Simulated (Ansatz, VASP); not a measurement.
## One calculation of Cr, two programs

```
Cr
1.0
    -1.41468    1.41468    1.41468
     1.41468   -1.41468    1.41468
     1.41468    1.41468   -1.41468
Cr
1
Direct
  0.00000 0.00000 0.00000
```

Alike in both runs: task single point; functional r2SCAN; k mesh 22 × 22 × 22; occupations gaussian, width 0.05 eV; no spin polarisation.

|  | VASP | Ansatz |
| --- | --- | --- |
| version | VASP 6.6.1 | Ansatz 0.2.0 |
| potentials or method | VASP PAW PBE potentials, release 64 (Cr_pv), cutoff 520 eV | scalar-relativistic, plane waves, PAW |
| valence electrons in the cell | 12 | 14 |

Ansatz gave:

| Quantity | Value |
| --- | --- |
| gap on the k mesh at the Fermi level (eV) | none |
| pressure (GPa) | 0.0 |

Estimate VASP's values.

gap on the k mesh at the Fermi level (eV): none; pressure (GPa): 0.6.

VASP's potentials were made for PBE, not for r2SCAN. A gap of «none» marks a metal or a gap that the smearing closes. VASP's potentials hold 12 valence electrons a cell and Ansatz's 14, so a difference there can come from the potentials and not from the codes.
